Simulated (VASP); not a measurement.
Set up this calculation in VASP 6.6.1, as the native input.

| Item | Value |
| --- | --- |
| Task | single point |
| Functional | PBE |
| Potentials or basis | VASP PAW PBE potentials, release 64 (Pt, S) |
| Cutoff | 520 eV |
| k mesh | 12 × 12 × 8 |
| Occupations | gaussian, width 0.05 eV |
| Spin | no spin polarisation |
| Dipole correction | no |
| Further INCAR settings | ALGO = Normal; EDIFF = 1e-06; NBANDS = 18 |

The structure of PtS2 lies in POSCAR:

```
PtS2
1.0
    3.7203594496      0.0000000000      0.0000000000
   -1.8601797248      3.2219257945      0.0000000000
    0.0000000000      0.0000000000      4.9128300000
Pt S
1 2
Direct
    0.0000000000      0.0000000000      0.0000000000
    0.3333333333      0.6666666667      0.2500000000
    0.6666666667      0.3333333333      0.7500000000
```

This cell differs from its parent crystal: strain +0.050 along x and y, -0.025 along z.

The input as run:

INCAR

```
  PREC = Accurate
  ENCUT = 520
  EDIFF = 1E-6
  ISMEAR = 0
  SIGMA = 0.05
  LREAL = F
  LASPH = T
  NELM = 100
  ALGO = Normal
  ISIF = 2
  LWAVE = F
  LCHARG = F
  GGA = PE
  NBANDS = 18
```

KPOINTS

```
regular mesh
0
Gamma
  12 12 8
```

Potentials or basis: VASP PAW PBE potentials, release 64 (Pt, S).

Command:

```sh
$ cat potpaw_PBE.64/Pt/POTCAR potpaw_PBE.64/S/POTCAR > POTCAR
$ mpirun -np 1 vasp_std > vasp.out
```

Results of the run:

The pressure is -8.6 GPa. The largest force is 0.891 eV/Å. The band gap on the k mesh is 0.17 eV, indirect (least direct gap 0.61 eV).

Caveat: the cell differs from its parent crystal (strain +0.050 along x and y, -0.025 along z); spin-orbit coupling is left out, which moves the levels of the heavy elements.

Wall time 66 s on 1 thread of AMD EPYC 9R45 (Zen 5) (shared host), peak memory 0.24 GiB.
